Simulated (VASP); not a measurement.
Set up this calculation in VASP 6.6.1, as the native input.

```
Task                   : single point
Functional             : PBE
Potentials or basis    : VASP PAW PBE potentials, release 64 (Al, Ru_pv)
Cutoff                 : 520 eV
k mesh                 : 20 × 20 × 20
Occupations            : gaussian, width 0.15 eV
Spin                   : no spin polarisation
Dipole correction      : no
Further INCAR settings : ALGO = Fast; EDIFF = 1e-06; NBANDS = 16
```

The structure of AlRu lies in POSCAR:

```
AlRu
1.0
    2.9139621829      0.0000000000      0.0000000000
    0.0000000000      2.9139621829      0.0000000000
    0.0000000000      0.0000000000      2.9139621829
Al Ru
1 1
Direct
    0.0000000000      0.0000000000      0.0000000000
    0.5000000000      0.5000000000      0.5000000000
```

This cell differs from its parent crystal: strain -0.030 along x and y, -0.030 along z.

One way to write it, as run:

INCAR

```
SYSTEM = AlRu
  ALGO = Fast
  EDIFF = 1E-6
  ENCUT = 520
  GGA = PE
  ISIF = 2
  ISMEAR = 0
  LASPH = .TRUE.
  LCHARG = .TRUE.
  LELF = .TRUE.
  LREAL = .FALSE.
  LVHAR = .TRUE.
  LWAVE = .FALSE.
  NBANDS = 16
  NELM = 60
  PREC = Accurate
  SIGMA = 0.15
```

KPOINTS

```
k-points
0
G
  20 20 20
  0 0 0
```

Potentials or basis: VASP PAW PBE potentials, release 64 (Al, Ru_pv).

Run with:

```sh
$ cat potpaw_PBE.64/Al/POTCAR potpaw_PBE.64/Ru_pv/POTCAR > POTCAR
$ mpirun -np 1 vasp_std > vasp.out
```

Results of the run:

```yaml
Pressure: 22.7 GPa
```

Caveat: the cell differs from its parent crystal (strain -0.030 along x and y, -0.030 along z).

Run time: 3 min on 1 thread of AMD EPYC 7R13 (shared host), peak memory 0.2 GiB.
